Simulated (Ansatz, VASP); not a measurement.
# One calculation of B, two programs

```
CELL_PARAMETERS angstrom
0.00000 1.70886 2.69282
1.47845 0.00000 2.69282
1.47845 1.70886 0.00000
ATOMIC_POSITIONS crystal
B 0.15706 0.15706 0.84294
B 0.84294 0.84294 0.15706
```

Alike in both runs: functional r2SCAN; k mesh 26 × 26 × 26; occupations gaussian, width 0.1 eV; no spin polarisation.

Ansatz relaxed the structure, and its values are those at the end. VASP's run is a single point on that final structure, the one shown.

```csv
,VASP,Ansatz
version,VASP 6.6.1,Ansatz 0.2.0
potentials or method,"VASP PAW PBE potentials, release 64 (B), cutoff 520 eV","scalar-relativistic, plane waves, PAW"
valence electrons in the cell,6,6
```

```csv
,VASP,Ansatz,Ansatz less VASP
gap on the k mesh at the Fermi level (eV),none,none,-
pressure (GPa),0.0,0.0,-0.05
```

VASP's potentials were made for PBE, not for r2SCAN. A gap of «none» marks a metal or a gap that the smearing closes.
